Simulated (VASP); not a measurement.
# Mo3P3H in VASP: a series of runs, part 2 of 2

VASP 6.6.1.

## Step 4: Single point, PBEsol

Input file INCAR:

```
SYSTEM = Mo3P3H
  ALGO = Normal
  DIPOL = 0.5 0.5 0.489
  EDIFF = 1E-6
  ENCUT = 400
  GGA = PS
  GGA_COMPAT = .False.
  IDIPOL = 3
  ISIF = 2
  ISMEAR = 0
  LASPH = .True.
  LCHARG = .True.
  LDIPOL = .True.
  LELF = .True.
  LREAL = .False.
  LVACPOTAV = .True.
  LVHAR = .True.
  LWAVE = .False.
  NBANDS = 38
  NELM = 120
  NELMDL = -8
  PREC = Accurate
  SIGMA = 0.1
```

Input file KPOINTS:

```
k-points
0
Gamma
  9 9 1
  0 0 0
```

Input file POSCAR:

```
Mo3P3H
1.0
    3.1741350969      0.0000000000      0.0000000000
    0.0000000000      3.2062346803      0.0000000000
    0.0000000000      0.0000000000     25.4789215952
Mo P H
3 3 1
Direct
    0.0000000000      0.5000000000      0.3336090960
    0.0000000000      0.0000000000      0.4425886174
    0.0000000000      0.5000000000      0.5501261364
    0.5000000000      0.0000000000      0.3699356032
    0.5000000000      0.5000000000      0.4792943049
    0.5000000000      0.0000000000      0.5907329554
    0.5000000000      0.0000000000      0.6587437013
```

Potentials or basis: VASP PAW PBE potentials, release 64 (Mo_sv, P, H).

On the command line:

```sh
$ cat potpaw_PBE.64/Mo_sv/POTCAR potpaw_PBE.64/P/POTCAR potpaw_PBE.64/H/POTCAR > POTCAR
$ mpirun -np 1 vasp_std > vasp.out
```

OUTCAR:

```text
SYSTEM = Mo3P3H
   EDIFF = 1E-6
   ENCUT = 400
   GGA = PS
   ISIF = 2
   ISMEAR = 0
   LASPH = .True.
   LREAL = .False.
   NELM = 120
   NELMDL = -8
   PREC = Accurate

 ion  position               nearest neighbor table
   1  0.000  0.500  0.334-   4 2.44   4 2.44   4 2.44   4 2.44   2 3.21   2 3.21
   2  0.000  0.000  0.443-   4 2.44   4 2.44   5 2.44   5 2.44   5 2.44   5 2.44   3 3.17   3 3.17
                             1 3.21   1 3.21
   3  0.000  0.500  0.550-   5 2.40   5 2.40   6 2.48   6 2.48   6 2.48   6 2.48   2 3.17   2 3.17

[... 1203 lines left out ...]
  Total       -3.9630116     -6.0625992     -6.2184440      0.0000000      0.0000000      0.0000000
  in kB      -24.4869202    -37.4599922    -38.4229362      0.0000000      0.0000000      0.0000000
  external PRESSURE =     -33.4566162 kB  Pullay stress =       0.0000000 kB

 VOLUME and BASIS-vectors are now :
 -----------------------------------------------------------------------------
  energy-cutoff  :      400.00
  volume of cell :      259.30
      direct lattice vectors                 reciprocal lattice vectors
     3.174135097  0.000000000  0.000000000     0.315046452  0.000000000  0.000000000
     0.000000000  3.206234680  0.000000000     0.000000000  0.311892328  0.000000000
     0.000000000  0.000000000 25.478921595     0.000000000  0.000000000  0.039248129

 POSITION                                       TOTAL-FORCE (eV/Angst)
 -----------------------------------------------------------------------------------
      0.00000      1.60312      8.50000         0.000000      0.000000      1.981229
      0.00000      0.00000     11.27668         0.000000      0.000000     -0.252710
      0.00000      1.60312     14.01662         0.000000      0.000000     -0.072293
      1.58707      0.00000      9.42556         0.000000      0.000000     -1.742646
      1.58707      1.60312     12.21190         0.000000      0.000000     -0.278312
      1.58707      0.00000     15.05124         0.000000      0.000000      2.972597
      1.58707      0.00000     16.78408         0.000000      0.000000     -2.607865
 -----------------------------------------------------------------------------------
    total drift:                               -0.000000      0.000000      0.000649

  FREE ENERGIE OF THE ION-ELECTRON SYSTEM (eV)
  ---------------------------------------------------
  free  energy   TOTEN  =       -56.9318070674 eV

  energy  without entropy=      -56.9080538251  energy(sigma->0) =      -56.91993045

 vacuum level on the upper side and lower side of the slab         5.540         5.416
```

Wall time 3.3 min (1 thread of Intel Xeon 6975P-C (Granite Rapids), shared host); peak memory 0.38 GiB.

What came out:

| Item | Value |
| --- | --- |
| Free energy | -56.9318 eV |
| Largest force | 2.973 eV/Å |
| Band gap on the k mesh | zero (bands 29 and 30 overlap by 0.95 eV) |

Forces in eV/Å, atoms in the order of the input:
```
Mo   0.000  0.000  1.981
Mo   0.000  0.000 -0.253
Mo   0.000  0.000 -0.072
P    0.000  0.000 -1.743
P    0.000  0.000 -0.278
P    0.000  0.000  2.973
H    0.000  0.000 -2.608
```

Caveat: the PAW data sets were made with another functional, which shifts forces and pressure a little.

## Step 5: Relaxation of the atoms, PBEsol

Input file INCAR:

```
  ALGO = Normal
  DIPOL = 0.5 0.5 0.484
  EDIFF = 1E-7
  EDIFFG = -0.02
  ENCUT = 450
  GGA = PS
  GGA_COMPAT = F
  IBRION = 2
  IDIPOL = 3
  ISIF = 2
  ISMEAR = 0
  LASPH = T
  LCHARG = F
  LDIPOL = T
  LREAL = F
  LWAVE = F
  NELM = 120
  NELMDL = -8
  NELMIN = 4
  NSW = 45
  PREC = Accurate
  SIGMA = 0.1
```

Input file KPOINTS:

```
k-points
0
Gamma
  9 9 1
```

Input file POSCAR:

```
Mo3P3H
1.0
    3.1741350969      0.0000000000      0.0000000000
    0.0000000000      3.2062346803      0.0000000000
    0.0000000000      0.0000000000     25.4789215952
Mo P H
3 3 1
Selective dynamics
Direct
    0.0000000000      0.5000000000      0.3336090960  F F F
    0.0000000000      0.0000000000      0.4425886174  F F F
    0.0000000000      0.5000000000      0.5501261364  F F F
    0.5000000000      0.0000000000      0.3699356032  F F F
    0.5000000000      0.5000000000      0.4792943049  F F F
    0.5000000000      0.0000000000      0.5907329554  F F F
    1.0000000000      0.5000000000      0.6229164211  F F T
```

On the command line:

```sh
$ cat potpaw_PBE.64/Mo_sv/POTCAR potpaw_PBE.64/P/POTCAR potpaw_PBE.64/H/POTCAR > POTCAR
$ mpirun -np 1 vasp_std > vasp.out
```

Run time: 6.8 min. Hardware: 1 thread of AMD EPYC 9R45 (Zen 5), shared host; peak memory 0.38 GiB.

Results (log left out):

* Free energy: -57.0253 eV
* Energy gained by relaxing: 6.3 meV/atom
* Ionic steps: 3
* Band gap on the k mesh: zero (bands 29 and 30 overlap by 0.93 eV)

The path:
```
step  energy change (eV)  largest force on free atoms (eV/Å)  pressure (GPa)
   1              0.0000                              0.8635           -2.00
   2             -0.0292                              0.5308           -1.86
   3             -0.0444                              0.0033           -1.64
```

Final structure:
```xyz
7
Lattice="3.1741 0.0000 0.0000 0.0000 3.2062 0.0000 0.0000 0.0000 25.4789" Properties=species:S:1:pos:R:3 pbc="T T T"
Mo    0.0000    1.6031    8.5000
Mo    0.0000    0.0000   11.2767
Mo    0.0000    1.6031   14.0166
P     1.5871    0.0000    9.4256
P     1.5871    1.6031   12.2119
P     1.5871    0.0000   15.0512
H     0.0000    1.6031   15.7742
```

Levels at points of the mesh, in eV from the Fermi level:
| k point | band 25 | band 26 | band 27 | band 28 | band 29 | band 30 | band 31 | band 32 | band 33 | band 34 |
| --- | --- | --- | --- | --- | --- | --- | --- | --- | --- | --- |
| (0.00, 0.00, 0.00) | -1.85 | -0.90 | -0.47 | -0.28 | -0.15 | 0.48 | 0.63 | 1.19 | 1.57 | 2.25 |

Caveat: the PAW data sets were made with another functional, which shifts forces and pressure a little.

## Step 6: Overview

| task | cell | cutoff (eV) | atoms held fixed (from 0) | atoms held along some axes (from 0) | gap on the mesh (eV) | largest force (eV/Å) |
| --- | --- | --- | --- | --- | --- | --- |
| single point | as given, atomic positions A | 400 | - | - | none | 2.00 |
| single point | as given, atomic positions B | 400 | - | - | none | 1.97 |
| single point | as given, atomic positions C | 400 | - | - | none | 2.97 |
| relaxation of the atoms | atoms relaxed, atomic positions D | 450 | [0, 1, 2, 3, 4, 5] | atom 6 along a and b | none | - |

Alike in all rows: level PBEsol; potentials or basis VASP PAW PBE potentials, release 64 (Mo_sv, P, H); no spin polarisation; k mesh 9 × 9 × 1; smearing gaussian 0.1 eV.

Caveats: the PAW data sets were made with another functional, which shifts forces and pressure a little.

Absolute energies hang on the potentials; compare differences alone.
